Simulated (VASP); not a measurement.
Set up this calculation in VASP 6.6.1, as the native input.

| Item | Value |
| --- | --- |
| Task | single point |
| Functional | PBE |
| Potentials or basis | VASP PAW PBE potentials, release 64 (Na_pv, Cl) |
| Cutoff | 520 eV |
| k mesh | 8 × 8 × 8 |
| Occupations | gaussian, width 0.02 eV |
| Spin | no spin polarisation |
| Dipole correction | no |
| Further INCAR settings | ALGO = Normal; EDIFF = 1e-06; NBANDS = 14 |

The structure of NaCl lies in POSCAR:

```
NaCl
1.0
    0.0060882625      2.9044693400      3.0050247825
    2.9610193875     -0.0192559000      3.0303689450
    2.9228757150      2.8916698300      0.0188877725
Na Cl
1 1
Direct
    0.0627615432     -0.0364174097     -0.0462028781
    0.4372384568      0.5364174097      0.5462028781
```

This cell differs from its parent crystal: atoms moved at random and the cell strained at random.

The input as run:

INCAR

```
SYSTEM = NaCl
PREC = Accurate
ENCUT = 520
EDIFF = 1E-6
ISMEAR = 0
SIGMA = 0.02
LREAL = .FALSE.
LASPH = .TRUE.
NELM = 80
ALGO = Normal
ISIF = 2
LWAVE = .FALSE.
LCHARG = .FALSE.
GGA = PE
NBANDS = 14
```

KPOINTS

```
regular mesh
0
G
  8 8 8
  0 0 0
```

Potentials or basis: VASP PAW PBE potentials, release 64 (Na_pv, Cl).

Launch:

```console
$ cat potpaw_PBE.64/Na_pv/POTCAR potpaw_PBE.64/Cl/POTCAR > POTCAR
$ mpirun -np 1 vasp_std > vasp.out
```

It gave:

The pressure is 0.2 GPa. The largest force is 0.811 eV/Å and the band gap on the k mesh is 4.65 eV.

Caveat: the cell differs from its parent crystal (atoms moved at random and the cell strained at random).

It took 110 s on 1 thread of Intel(R) Xeon(R) Platinum 8488C (Sapphire Rapids) (shared host), peak memory 0.29 GiB.
